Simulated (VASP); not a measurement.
# SiBr (Pm-3m) in VASP: notebook

The runs below take SiBr through single point, relaxation of cell and atoms, with PBE.

Everything below comes from runs of VASP 6.6.1. Logs are shortened: lines on timing, memory, paths and dates and some standing lists are left out, and cuts for length are marked.

## 1. The cell of the first run

It takes space group Pm-3m (No. 221, cubic). Conventional cell: a = 3.522 Å, b = 3.522 Å, c = 3.522 Å, α = 90.00°, β = 90.00°, γ = 90.00°. Within 4.0 Å of Si (site symmetry m-3m) lie 8 Br at 3.05 Å and 6 Si at 3.52 Å. Br (site symmetry m-3m) has 8 Si at 3.05 Å and 6 Br at 3.52 Å within 4.0 Å.

## 2. Single point, PBE

The input, INCAR:

```
PREC = Accurate
ENCUT = 520
EDIFF = 1E-7
ISMEAR = 0
SIGMA = 0.1
LREAL = F
LASPH = T
NELM = 100
ALGO = Normal
ISIF = 2
LWAVE = F
LCHARG = F
GGA = PE
NBANDS = 12
```

The input, KPOINTS:

```
Automatic mesh
0
Gamma
  16 16 16
```

The input, POSCAR:

```
SiBr
1.0
    3.5216659232      0.0000000000      0.0000000000
    0.0000000000      3.5216659232      0.0000000000
    0.0000000000      0.0000000000      3.5216659232
Si Br
1 1
Direct
    0.0000000000      0.0000000000      0.0000000000
    0.5000000000      0.5000000000      0.5000000000
```

Potentials or basis: VASP PAW PBE potentials, release 64 (Si, Br).

Run with:

```bash
$ cat potpaw_PBE.64/Si/POTCAR potpaw_PBE.64/Br/POTCAR > POTCAR
$ mpirun -np 1 vasp_std > vasp.out
```

OUTCAR:

```text
PREC = Accurate
   ENCUT = 520
   EDIFF = 1E-7
   ISMEAR = 0
   LREAL = F
   LASPH = T
   NELM = 100
   ISIF = 2
   GGA = PE

 ion  position               nearest neighbor table
   1  0.000  0.000  0.000-
   2  0.500  0.500  0.500-

  LATTYP: Found a simple cubic cell.
 ALAT       =     3.5216659232

  Lattice vectors:

 A1 = (   3.5216659232,   0.0000000000,   0.0000000000)
 A2 = (   0.0000000000,   3.5216659232,   0.0000000000)
 A3 = (   0.0000000000,   0.0000000000,   3.5216659232)

Analysis of symmetry for initial positions (statically):
=====================================================================
 Subroutine PRICEL returns:
 Original cell was already a primitive cell.

 Routine SETGRP: Setting up the symmetry group for a
 simple cubic supercell.

 Subroutine GETGRP returns: Found 48 space group operations
 (whereof 48 operations were pure point group operations)
 out of a pool of 48 trial point group operations.

The static configuration has the point symmetry O_h .

Analysis of symmetry for dynamics (positions and initial velocities):
=====================================================================
 Subroutine PRICEL returns:
 Original cell was already a primitive cell.

 Routine SETGRP: Setting up the symmetry group for a
 simple cubic supercell.

 Subroutine GETGRP returns: Found 48 space group operations
 (whereof 48 operations were pure point group operations)
 out of a pool of 48 trial point group operations.

The dynamic configuration has the point symmetry O_h .

 Subroutine INISYM returns: Found 48 space group operations
 (whereof 48 operations are pure point group operations),
 and found     1 'primitive' translations

----------------------------------------------------------------------------------------

                                     Primitive cell

  volume of cell :      43.6762

  direct lattice vectors                    reciprocal lattice vectors
     3.521665923  0.000000000  0.000000000     0.283956520  0.000000000  0.000000000
     0.000000000  3.521665923  0.000000000     0.000000000  0.283956520  0.000000000
     0.000000000  0.000000000  3.521665923     0.000000000  0.000000000  0.283956520

  length of vectors
     3.521665923  3.521665923  3.521665923     0.283956520  0.283956520  0.283956520

[... 86 lines left out ...]
   ISIF   =      2    stress and relaxation
   ISYM   =      2    0-nonsym 1-usesym 2-fastsym
   POTIM  = 0.5000    time-step for ionic-motion
   TEBEG  =    0.0;   TEEND  =   0.0 temperature during run
   PSTRESS=    0.0 pullay stress
   NELECT =      11.0000    total number of electrons
   NUPDOWN=      -1.0000    fix difference up-down
   EMIN   =  10.00;   EMAX   =-10.00  energy-range for DOS
   EFERMI =   0.00;   METHOD = LEGACY
   ISMEAR =     0;   SIGMA  =   0.10  broadening in eV -4-tet -1-fermi 0-gaus
   EFERMI_NEDOS =   21; number of points for ismear=-14 and -15
   IALGO  =     38    algorithm
   IMIX   =      4    mixing-type and parameters
     AMIX     =   0.40;   BMIX     =  1.00
     AMIX_MAG =   1.60;   BMIX_MAG =  1.00
  volume/ion in A,a.u.               =      21.84       147.37
  Fermi-wavevector in a.u.,A,eV,Ry     =   1.033850  1.953693 14.542533  1.068846
  Thomas-Fermi vector in A             =   2.168117
   LORBIT       =      0    0 simple, 1 ext, 2 COOP (PROOUT), +10 PAW based schemes
   GGA     = PE    functional components
   LHFCALC =     F    Hartree Fock is set to
   AEXX    =    0.0000 exact exchange contribution
   IVDW    =     0    specifies the selected vdW correction
   LEPSILON=     F    determine dielectric tensor
   LRPA    =     F    only Hartree local field effects (RPA)
 non-spin polarized calculation
 Gauss-broadening in eV      SIGMA  =   0.10
  energy-cutoff  :      520.00
  volume of cell :       43.68
 maximum number of plane-waves:      1208
 NGX is ok and might be reduce to    28
   NGX = 13   NGY = 13   NGZ = 13

 number of electron      10.9999998 magnetization

 Free energy of the ion-electron system (eV)
  ---------------------------------------------------
  ext. energy  EPLUGINS =         0.00000000
  ---------------------------------------------------
  free energy    TOTEN  =        -5.74077476 eV

  energy without entropy =       -5.73325274  energy(sigma->0) =       -5.73701375

 E-fermi :   5.9375     XC(G=0):  -9.8830

 val. band max:        5.9323586508   @ k =   0.3750   0.1875   0.0625
 cond. band min:       5.9422393561   @ k =   0.4375   0.4375   0.3125
 fundamental gap:      0.0098807053
 Fermi energy:         5.9374617097

 k-point     1 :       0.0000    0.0000    0.0000
  band No.  band energies     occupation
      1     -11.2682      2.00000
      2      -1.3129      2.00000
      3       1.9233      2.00000
      4       1.9233      2.00000
      5       1.9233      2.00000
      6       9.0852      0.00000
      7       9.0852      0.00000
      8       9.6359      0.00000
      9       9.6359      0.00000
     10       9.6359      0.00000
     11      16.5137      0.00000
     12      16.5137      0.00000
[... 331 lines left out ...]
 k-point    24 :       0.5000    0.1250    0.0000
  band No.  band energies     occupation
      1     -10.5808      2.00000
      2      -3.4713      2.00000
      3       1.7805      2.00000
      4       2.8399      2.00000
      5       3.4486      2.00000
      6       5.3437      2.00000
      7       7.5160      0.00000
      8       7.6680      0.00000
      9      12.6254      0.00000
     10      12.6417      0.00000
     11      16.0821      0.00000
     12      16.4655      0.00000

 [... further k-points ...]

------------------------ aborting loop because EDIFF is reached ----------------------------------------

  FORCE on cell =-STRESS in cart. coord.  units (eV):
  Direction    XX          YY          ZZ          XY          YZ          ZX
  --------------------------------------------------------------------------------------
  -------------------------------------------------------------------------------------
  Total        0.0102628      0.0102628      0.0102628      0.0000000      0.0000000      0.0000000
  in kB        0.3764716      0.3764716      0.3764716      0.0000000      0.0000000      0.0000000
  external PRESSURE =       0.3764716 kB  Pullay stress =       0.0000000 kB

 VOLUME and BASIS-vectors are now :
 -----------------------------------------------------------------------------
  energy-cutoff  :      520.00
  volume of cell :       43.68
      direct lattice vectors                 reciprocal lattice vectors
     3.521665923  0.000000000  0.000000000     0.283956520  0.000000000  0.000000000
     0.000000000  3.521665923  0.000000000     0.000000000  0.283956520  0.000000000
     0.000000000  0.000000000  3.521665923     0.000000000  0.000000000  0.283956520

 POSITION                                       TOTAL-FORCE (eV/Angst)
 -----------------------------------------------------------------------------------
      0.00000      0.00000      0.00000         0.000000      0.000000      0.000000
      1.76083      1.76083      1.76083         0.000000      0.000000      0.000000
 -----------------------------------------------------------------------------------
    total drift:                                0.000000      0.000000      0.000000

  FREE ENERGIE OF THE ION-ELECTRON SYSTEM (eV)
  ---------------------------------------------------
  free  energy   TOTEN  =        -5.7407747581 eV

  energy  without entropy=       -5.7332527383  energy(sigma->0) =       -5.73701375
```

OSZICAR:

```text
N       E                     dE             d eps       ncg     rms          rms(c)
DAV:   1     0.355224244584E+02    0.35522E+02   -0.43496E+03  3960   0.703E+02
DAV:   2    -0.353701072525E+01   -0.39059E+02   -0.37171E+02  5280   0.124E+02
DAV:   3    -0.575301453202E+01   -0.22160E+01   -0.22004E+01  4984   0.294E+01
DAV:   4    -0.576698767014E+01   -0.13973E-01   -0.13969E-01  4452   0.289E+00
DAV:   5    -0.576708249684E+01   -0.94827E-04   -0.94825E-04  4900   0.238E-01    0.696E+00
DAV:   6    -0.574179035016E+01    0.25292E-01   -0.82751E-02  4404   0.111E+00    0.400E+00
DAV:   7    -0.574089501085E+01    0.89534E-03   -0.20186E-02  4660   0.654E-01    0.659E-01
DAV:   8    -0.574075008017E+01    0.14493E-03   -0.26937E-03  4492   0.262E-01    0.704E-02
DAV:   9    -0.574077343319E+01   -0.23353E-04   -0.11577E-04  4664   0.751E-02    0.322E-02
DAV:  10    -0.574077546427E+01   -0.20311E-05   -0.54211E-06  4576   0.142E-02    0.111E-02
DAV:  11    -0.574077503708E+01    0.42718E-06   -0.11112E-06  4688   0.466E-03    0.353E-03
DAV:  12    -0.574077471583E+01    0.32125E-06   -0.19731E-07  2608   0.248E-03    0.119E-03
DAV:  13    -0.574077475812E+01   -0.42293E-07   -0.13602E-08  2324   0.877E-04
   1 F= -.57407748E+01 E0= -.57370137E+01  d E =-.752202E-02
```

stdout:

```text
POSCAR found type information on POSCAR SiBr
 POSCAR found :  2 types and       2 ions
 scaLAPACK will be used
 LDA part: xc-table for (Slater+PW92), standard interpolation
 POSCAR, INCAR and KPOINTS ok, starting setup
 FFT: planning ... GRIDC
 FFT: planning ... GRID_SOFT
 FFT: planning ... GRID
 WAVECAR not read
 entering main loop
```

Run time: 69 s. Hardware: 1 thread of Oxide Virtual Turin-like, shared host; peak memory 0.18 GiB.

Results:

- Free energy: -5.7408 eV
- Pressure: 0.0 GPa

Caveat: an odd number of electrons without spin polarisation forces a metal; a magnetic or distorted state may lie lower.

## 3. Relaxation of cell and atoms, PBE

This run uses another cell than the first one, of 22.87 Å³/atom, 1.047 times its volume.

The input, INCAR:

```
SYSTEM = SiBr
PREC = Accurate ; ENCUT = 600
EDIFF = 1E-6 ; ISMEAR = 0
SIGMA = 0.1 ; LREAL = .False.
LASPH = .True. ; NELM = 100
ALGO = Normal ; ISIF = 3
LWAVE = .False. ; LCHARG = .False.
GGA = PE ; IBRION = 2
NSW = 100 ; EDIFFG = -0.01
```

The input, KPOINTS:

```
Automatic mesh
0
Gamma
  16 16 16
  0 0 0
```

The input, POSCAR:

```
SiBr
1.0
    3.5762264055      0.0000000000      0.0000000000
    0.0000000000      3.5762264055      0.0000000000
    0.0000000000      0.0000000000      3.5762264055
Si Br
1 1
Direct
    0.0000000000      0.0000000000      0.0000000000
    0.5000000000      0.5000000000      0.5000000000
```

Potentials or basis: VASP PAW PBE potentials, release 64 (Si, Br).

Run with:

```bash
$ cat potpaw_PBE.64/Si/POTCAR potpaw_PBE.64/Br/POTCAR > POTCAR
$ mpirun -np 1 vasp_std > vasp.out
```

OUTCAR:

```text
SYSTEM = SiBr
   PREC = Accurate
   ENCUT = 600
   EDIFF = 1E-6
   ISMEAR = 0
   LREAL = .False.
   LASPH = .True.
   NELM = 100
   ISIF = 3
   GGA = PE
   IBRION = 2
   NSW = 100
   EDIFFG = -0.01

 ion  position               nearest neighbor table
   1  0.000  0.000  0.000-
   2  0.500  0.500  0.500-

  LATTYP: Found a simple cubic cell.
 ALAT       =     3.5762264055

  Lattice vectors:

 A1 = (   3.5762264055,   0.0000000000,   0.0000000000)
 A2 = (   0.0000000000,   3.5762264055,   0.0000000000)
 A3 = (   0.0000000000,   0.0000000000,   3.5762264055)

Analysis of symmetry for initial positions (statically):
=====================================================================
 Subroutine PRICEL returns:
 Original cell was already a primitive cell.

 Routine SETGRP: Setting up the symmetry group for a
 simple cubic supercell.

 Subroutine GETGRP returns: Found 48 space group operations
 (whereof 48 operations were pure point group operations)
 out of a pool of 48 trial point group operations.

The static configuration has the point symmetry O_h .

Analysis of symmetry for dynamics (positions and initial velocities):
=====================================================================
 Subroutine PRICEL returns:
 Original cell was already a primitive cell.

 Routine SETGRP: Setting up the symmetry group for a
 simple cubic supercell.

 Subroutine GETGRP returns: Found 48 space group operations
 (whereof 48 operations were pure point group operations)
 out of a pool of 48 trial point group operations.

The dynamic configuration has the point symmetry O_h .

 Subroutine INISYM returns: Found 48 space group operations
 (whereof 48 operations are pure point group operations),
 and found     1 'primitive' translations

----------------------------------------------------------------------------------------

                                     Primitive cell

  volume of cell :      45.7378

  direct lattice vectors                    reciprocal lattice vectors
     3.576226405  0.000000000  0.000000000     0.279624354  0.000000000  0.000000000
     0.000000000  3.576226405  0.000000000     0.000000000  0.279624354  0.000000000
     0.000000000  0.000000000  3.576226405     0.000000000  0.000000000  0.279624354
[... 95 lines left out ...]
   NELECT =      11.0000    total number of electrons
   NUPDOWN=      -1.0000    fix difference up-down
   EMIN   =  10.00;   EMAX   =-10.00  energy-range for DOS
   EFERMI =   0.00;   METHOD = LEGACY
   ISMEAR =     0;   SIGMA  =   0.10  broadening in eV -4-tet -1-fermi 0-gaus
   EFERMI_NEDOS =   21; number of points for ismear=-14 and -15
   IALGO  =     38    algorithm
   IMIX   =      4    mixing-type and parameters
     AMIX     =   0.40;   BMIX     =  1.00
     AMIX_MAG =   1.60;   BMIX_MAG =  1.00
  volume/ion in A,a.u.               =      22.87       154.33
  Fermi-wavevector in a.u.,A,eV,Ry     =   1.018077  1.923887 14.102183  1.036481
  Thomas-Fermi vector in A             =   2.151514
   LORBIT       =      0    0 simple, 1 ext, 2 COOP (PROOUT), +10 PAW based schemes
   GGA     = PE    functional components
   LHFCALC =     F    Hartree Fock is set to
   AEXX    =    0.0000 exact exchange contribution
   IVDW    =     0    specifies the selected vdW correction
   LEPSILON=     F    determine dielectric tensor
   LRPA    =     F    only Hartree local field effects (RPA)
 conjugate gradient relaxation of ions
 non-spin polarized calculation
 Gauss-broadening in eV      SIGMA  =   0.10
  energy-cutoff  :      600.00
  volume of cell :       45.74
 maximum number of plane-waves:      1568
 NGX is ok and might be reduce to    30
   NGX = 15   NGY = 15   NGZ = 15

--------------------------------------- Ionic step        1  -------------------------------------------

 number of electron      10.9999998 magnetization

 Free energy of the ion-electron system (eV)
  ---------------------------------------------------
  ext. energy  EPLUGINS =         0.00000000
  ---------------------------------------------------
  free energy    TOTEN  =        -5.72942925 eV

  energy without entropy =       -5.72031932  energy(sigma->0) =       -5.72487429

 E-fermi :   5.4395     XC(G=0):  -9.6836

 val. band max:        5.4354282674   @ k =   0.3125   0.1875   0.0625
 cond. band min:       5.4397026943   @ k =   0.4375   0.1250   0.1250
 fundamental gap:      0.0042744270
 Fermi energy:         5.4394886509

 k-point     1 :       0.0000    0.0000    0.0000
  band No.  band energies     occupation
      1     -11.4791      2.00000
      2      -1.8493      2.00000
      3       1.5700      2.00000
      4       1.5700      2.00000
      5       1.5700      2.00000
      6       8.7581      0.00000
      7       8.7581      0.00000
      8       8.8911      0.00000
      9       8.8911      0.00000
[... 347 lines left out ...]
--------------------------------------- Ionic step        3  -------------------------------------------

 number of electron      10.9999999 magnetization

 Free energy of the ion-electron system (eV)
  ---------------------------------------------------
  ext. energy  EPLUGINS =         0.00000000
  ---------------------------------------------------
  free energy    TOTEN  =        -5.74095615 eV

  energy without entropy =       -5.73339388  energy(sigma->0) =       -5.73717502

 E-fermi :   5.9265     XC(G=0):  -9.8787

 val. band max:        5.9206354225   @ k =   0.3750   0.1875   0.0625
 cond. band min:       5.9315954565   @ k =   0.4375   0.4375   0.3125
 fundamental gap:      0.0109600340
 Fermi energy:         5.9264567335

 k-point     1 :       0.0000    0.0000    0.0000
  band No.  band energies     occupation
      1     -11.2732      2.00000
      2      -1.3248      2.00000
      3       1.9155      2.00000
      4       1.9155      2.00000
      5       1.9155      2.00000
      6       9.0779      0.00000
      7       9.0779      0.00000
      8       9.6194      0.00000
      9       9.6194      0.00000
[... 305 lines left out ...]
  FREE ENERGIE OF THE ION-ELECTRON SYSTEM (eV)
  ---------------------------------------------------
  free  energy   TOTEN  =        -5.7409561473 eV

  energy  without entropy=       -5.7333938843  energy(sigma->0) =       -5.73717502

 reached required accuracy - stopping structural energy minimisation
```

CONTCAR:

```text
SiBr
   1.00000000000000
     3.5228422868316751    0.0000000000000000   -0.0000000000000000
     0.0000000000000000    3.5228422868316751    0.0000000000000000
    -0.0000000000000000   -0.0000000000000000    3.5228422868316751
  Si              Br
     1     1
Direct
     0.0000000000000000    0.0000000000000000    0.0000000000000000
     0.5000000000000000    0.5000000000000000    0.5000000000000000

  0.00000000E+00  0.00000000E+00  0.00000000E+00
  0.00000000E+00  0.00000000E+00  0.00000000E+00
```

Run time: 2.5 min. Hardware: 1 thread of Oxide Virtual Turin-like, shared host; peak memory 0.21 GiB.

What came out:

- Free energy: -5.7410 eV
- Relaxed volume: 21.86 Å³/atom
- Relaxed cell: a = 3.523 Å, b = 3.523 Å, c = 3.523 Å, α = 90.00°, β = 90.00°, γ = 90.00°
- Space group after relaxing (to 0.05 Å): Pm-3m (No. 221)
- Energy gained by relaxing: 5.8 meV/atom
- Ionic steps: 3
- Pressure after relaxing: 0.0 GPa

Step by step:
```tsv
step	energy change (eV)	largest force (eV/Å)	pressure (GPa)	volume (Å³)
1	0.0000	0.0000	-1.74	45.74
2	-0.0111	0.0000	-0.38	44.11
3	-0.0115	0.0000	0.00	43.72
```

Final structure:
```
Si Br
1.0
     3.52284    0.00000    0.00000
     0.00000    3.52284    0.00000
     0.00000    0.00000    3.52284
Si Br
1 1
Direct
  0.00000 0.00000 0.00000
  0.50000 0.50000 0.50000
```

Caveat: an odd number of electrons without spin polarisation forces a metal; a magnetic or distorted state may lie lower.
